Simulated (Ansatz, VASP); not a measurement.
**HgTe in VASP and in Ansatz**

The input INCAR:

```
SYSTEM = HgTe
  PREC = Accurate
  ENCUT = 600
  EDIFF = 1E-6
  ISMEAR = -1
  SIGMA = 0.05
  LREAL = .FALSE.
  LASPH = .TRUE.
  NELM = 60
  ALGO = Normal
  ISIF = 3
  LWAVE = .FALSE.
  LCHARG = .FALSE.
  GGA = PS
  IBRION = 2
  NSW = 80
  EDIFFG = -0.02
```

KPOINTS

```
Automatic mesh
0
G
  10 10 10
  0 0 0
```

Contents of POSCAR:

```
HgTe
1.0
   -3.0456030000      3.0456030000      1.5594100000
    3.0456030000     -3.0456030000      1.5594100000
    3.0456030000      3.0456030000     -1.5594100000
Hg Te
1 1
Direct
    0.7500000000      0.2500000000      0.5000000000
    0.0000000000      0.0000000000      0.0000000000
```

The input input.yaml:

```yaml
crystal:
  lattice:
    - [-3.045603, 3.045603, 1.55941]
    - [3.045603, -3.045603, 1.55941]
    - [3.045603, 3.045603, -1.55941]
  atoms:
    - { symbol: Hg, position: [0.75, 0.25, 0.5] }
    - { symbol: Te, position: [0.0, 0.0, 0.0] }
kpoints:
  mp_grid: { grid: [10, 10, 10] }
scf:
  occupations: { method: fermi_dirac, width: 0.05 }
hamiltonian:
  xc: pbesol
  pseudopotentials: { kind: all_electron, lapw: { basis_error: 0.001 } }
output:
  forces: true
  stress: true
relax:
  f_tol: 0.02
  max_steps: 60
  cell: {}
```

Alike in both runs: task relaxation of cell and atoms; functional PBEsol; k mesh 10 × 10 × 10; occupations fermi-dirac, width 0.05 eV; no spin polarisation.

|  | VASP | Ansatz |
| --- | --- | --- |
| version | VASP 6.6.1 | Ansatz 0.2.0 |
| potentials or method | VASP PAW PBE potentials, release 64 (Hg, Te), cutoff 600 eV | all-electron LAPW, scalar-relativistic |

VASP gave:

| Quantity | Value |
| --- | --- |
| relaxed volume (Å³/atom) | 26.69 |
| relaxed cell length with the largest relative difference (Å) | 4.387 |

What did Ansatz give for the same quantities?

Relaxed volume (Å³/atom): 26.61; relaxed cell length with the largest relative difference (Å): 4.382.

VASP's potentials were made for PBE, not for PBEsol. Ansatz ran all-electron here, and VASP with PAW potentials.

Spin-orbit coupling is off throughout.
